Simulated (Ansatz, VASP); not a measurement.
**BaBe5H10: VASP beside Ansatz**

Contents of INCAR:

```
PREC = Accurate
ENCUT = 520
EDIFF = 1E-6
ISMEAR = 0
SIGMA = 0.1
LREAL = Auto
LASPH = True
NELM = 100
ALGO = Normal
ISIF = 2
LWAVE = False
LCHARG = False
GGA = PE
NBANDS = 29
```

Contents of KPOINTS:

```
regular mesh
0
Gamma
  4 4 2
```

The input POSCAR:

```
BaBe5H10
1.0
    4.2739753117      0.0000000000      0.0000000000
   -0.0622420677      4.7743038495      0.0000000000
   -0.9634490065     -0.8077705958      8.1694015540
Ba Be H
1 5 10
Direct
    0.9924728955      0.5211534391      0.2799212914
    0.5726553565      0.9579342305      0.7144808851
    0.4473718270      0.7668708892      0.9315990558
    0.4527305521      0.2376076912      0.9225139378
    0.5960398003      0.0304435455      0.4072796077
    0.9413779776      0.9960158675      0.9224392836
    0.4127631290      0.7070148576      0.7564916203
    0.4281733567      0.2303033170      0.7477743385
    0.5002620170      0.8837472527      0.5404732592
    0.9126678101      0.9583198758      0.7470542211
    0.5837776799      0.5127110923      0.0013921337
    0.4763007380      0.8341188806      0.2714213454
    0.1234129589      0.7644522209      0.9833731370
    0.5013296638      0.3119810106      0.3957716065
    0.1284459566      0.2529193873      0.9745048659
    0.9302082808      0.0344064422      0.4035104110
```

Input for Ansatz:

```yaml
crystal:
  lattice:
    - [4.2739753117, 0.0, 0.0]
    - [-0.0622420677, 4.7743038495, 0.0]
    - [-0.9634490065, -0.8077705958, 8.169401554]
  atoms:
    - { symbol: Ba, position: [0.9924728955, 0.5211534391, 0.2799212914] }
    - { symbol: Be, position: [0.5726553565, 0.9579342305, 0.7144808851] }
    - { symbol: Be, position: [0.447371827, 0.7668708892, 0.9315990558] }
    - { symbol: Be, position: [0.4527305521, 0.2376076912, 0.9225139378] }
    - { symbol: Be, position: [0.5960398003, 0.0304435455, 0.4072796077] }
    - { symbol: Be, position: [0.9413779776, 0.9960158675, 0.9224392836] }
    - { symbol: H, position: [0.412763129, 0.7070148576, 0.7564916203] }
    - { symbol: H, position: [0.4281733567, 0.230303317, 0.7477743385] }
    - { symbol: H, position: [0.500262017, 0.8837472527, 0.5404732592] }
    - { symbol: H, position: [0.9126678101, 0.9583198758, 0.7470542211] }
    - { symbol: H, position: [0.5837776799, 0.5127110923, 0.0013921337] }
    - { symbol: H, position: [0.476300738, 0.8341188806, 0.2714213454] }
    - { symbol: H, position: [0.1234129589, 0.7644522209, 0.983373137] }
    - { symbol: H, position: [0.5013296638, 0.3119810106, 0.3957716065] }
    - { symbol: H, position: [0.1284459566, 0.2529193873, 0.9745048659] }
    - { symbol: H, position: [0.9302082808, 0.0344064422, 0.403510411] }
basis:
  ecutwfc: 420
kpoints:
  mp_grid: { grid: [4, 4, 2] }
hamiltonian:
  xc: pbe
scf:
  occupations: { method: gaussian, width: 0.1 }
  lower_state_search: "off"
output:
  forces: true
  stress: true
  eigenvalues: true
```

Change from the starting cell: the structure that the rattled cell fell into.

Alike in both runs: task single point; functional PBE; k mesh 4 × 4 × 2; occupations gaussian, width 0.1 eV; no spin polarisation.

|  | VASP | Ansatz |
| --- | --- | --- |
| version | VASP 6.6.1 | Ansatz 0.2.0 |
| potentials or method | VASP PAW PBE potentials, release 64 (Ba_sv, Be, H), cutoff 520 eV | scalar-relativistic, plane waves, PAW |
| valence electrons in the cell | 30 | 30 |

|  | VASP | Ansatz | Ansatz less VASP |
| --- | --- | --- | --- |
| gap on the k mesh at the Fermi level (eV) | 2.47 | 2.47 | -0.004 |
| least direct gap on the mesh (eV) | 2.71 | 2.72 | +0.007 |
| pressure (GPa) | 0.2 | 0.0 | -0.17 |
| traceless stress, the component that is largest in VASP (GPa) | -0.07 | 0.01 | +0.078 |
| rms of the force components (eV/Å) | 0.010 | 0.004 | -0.0058 |

Atom by atom the forces differ by 0.009 eV/Å (rms over components). The functional is the same, so the differences come from potentials, cutoffs and numerics.

Spin-orbit coupling is off throughout.
